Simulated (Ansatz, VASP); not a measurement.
## Hf in VASP and in Ansatz

```
CELL_PARAMETERS angstrom
-1.80500 1.80500 1.80500
1.80500 -1.80500 1.80500
1.80500 1.80500 -1.80500
ATOMIC_POSITIONS crystal
Hf 0.00000 0.00000 0.00000
```

Alike in both runs: task electric field gradients; functional PBE; k mesh 16 × 16 × 16; occupations fermi-dirac, width 0.08 eV; no spin polarisation.

```csv
,VASP,Ansatz
version,VASP 6.6.1,Ansatz 0.2.0
potentials or method,"VASP PAW PBE potentials, release 64 (Hf_pv), cutoff 520 eV","all-electron PAW with datasets made for the crystal, scalar-relativistic"
```

VASP gave:

| Property | Result |
| --- | --- |
| pressure (GPa) | -5.1 |

**Question.** Which values does Ansatz return?

**Answer.** Pressure (GPa): -4.8.

Ansatz ran all-electron here, and VASP with PAW potentials.

Neither program's run includes spin-orbit coupling.
